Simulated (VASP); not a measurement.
Here is a VASP 6.6.1 calculation.

Contents of INCAR:

```
SYSTEM = MgO
ALGO = Normal
EDIFF = 1E-6
ENCUT = 520
GGA = PS
ISIF = 2
ISMEAR = 0
LASPH = .TRUE.
LCHARG = .FALSE.
LREAL = .FALSE.
LWAVE = .FALSE.
NBANDS = 16
NELM = 60
PREC = Accurate
SIGMA = 0.01
```

KPOINTS

```
k-points
0
G
  6 6 4
  0 0 0
```

Contents of POSCAR:

```
MgO
1.0
    3.4939754292      0.0000000000      0.0000000000
   -1.7469877146      3.0258714818      0.0000000000
    0.0000000000      0.0000000000      4.1940193650
Mg O
2 2
Direct
    0.6666666667      0.3333333333      0.7500000000
    0.3333333333      0.6666666667      0.2500000000
    0.6666666667      0.3333333333      0.2500000000
    0.3333333333      0.6666666667      0.7500000000
```

Potentials or basis: VASP PAW PBE potentials, release 64 (Mg, O).

Launch:

```console
$ cat potpaw_PBE.64/Mg/POTCAR potpaw_PBE.64/O/POTCAR > POTCAR
$ mpirun -np 1 vasp_std > vasp.out
```

Problem. What does it give for the band gap on the k mesh?

Solution. 3.27 eV, direct.

Problem. What does it give for the pressure?

Solution. -0.4 GPa.

Stress tensor (GPa, compression positive):
```
-0.32  0.00  0.00
 0.00 -0.32  0.00
 0.00  0.00 -0.41
```

Caveat: the PAW data sets were made with another functional, which shifts forces and pressure a little. As with any semilocal functional, this PBEsol gap is likely too small.
